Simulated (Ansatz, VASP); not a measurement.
## Two plane-wave programs on Te

Contents of INCAR:

```
PREC = Accurate
ENCUT = 600
EDIFF = 1E-6
ISMEAR = 0
SIGMA = 0.1
LREAL = False
LASPH = True
NELM = 60
ALGO = Normal
ISIF = 3
LWAVE = False
LCHARG = False
GGA = PS
IBRION = 2
NSW = 100
EDIFFG = -0.01
```

File KPOINTS:

```
Automatic mesh
0
Gamma
  12 12 8
```

POSCAR

```
Te
1.0
    4.3211814617      0.0000000000      0.0000000000
   -2.1605907308      3.7422529202      0.0000000000
    0.0000000000      0.0000000000      5.9520018340
Te
3
Direct
    0.2836083090      0.0000000000      0.1666666667
    0.0000000000      0.2836083090      0.8333333333
    0.7163916910      0.7163916910      0.5000000000
```

Input for Ansatz:

```yaml
crystal:
  lattice:
    - [4.3211814617, 0.0, 0.0]
    - [-2.1605907308, 3.7422529202, 0.0]
    - [0.0, 0.0, 5.952001834]
  atoms:
    - { symbol: Te, position: [0.283608309, 0.0, 0.1666666667] }
    - { symbol: Te, position: [0.0, 0.283608309, 0.8333333333] }
    - { symbol: Te, position: [0.716391691, 0.716391691, 0.5] }
basis:
  ecutwfc: 420
kpoints:
  mp_grid: { grid: [12, 12, 8] }
hamiltonian:
  xc: pbesol
scf:
  occupations: { method: gaussian, width: 0.1 }
output:
  forces: true
  stress: true
  eigenvalues: true
relax:
  adjacent_minimum: "off"
  f_tol: 0.01
  max_steps: 80
  cell: { stress_tol: 0.05 }
```

Alike in both runs: task relaxation of cell and atoms; functional PBEsol; k mesh 12 × 12 × 8; occupations gaussian, width 0.1 eV; no spin polarisation.

|  | VASP | Ansatz |
| --- | --- | --- |
| version | VASP 6.6.1 | Ansatz 0.2.0 |
| potentials or method | VASP PAW PBE potentials, release 64 (Te), cutoff 600 eV | scalar-relativistic, plane waves, PAW |
| valence electrons in the cell | 18 | 48 |

Ansatz gave:

| Item | Value |
| --- | --- |
| gap on the k mesh at the Fermi level, each at its own relaxed structure (eV) | none |
| relaxed volume (Å³/atom) | 32.08 |
| relaxed length of the cell vector where the two differ most in proportion (Å) | 5.952 |

Question: What did VASP give for the same quantities?

Answer: gap on the k mesh at the Fermi level, each at its own relaxed structure (eV): none; relaxed volume (Å³/atom): 32.03; relaxed length of the cell vector where the two differ most in proportion (Å): 5.966.

VASP's potentials were made for PBE, not for PBEsol. A gap of «none» marks a metal or a gap that the smearing closes. VASP's potentials hold 18 valence electrons a cell and Ansatz's 48, so a difference there can come from the potentials and not from the codes.

Neither program's run includes spin-orbit coupling.
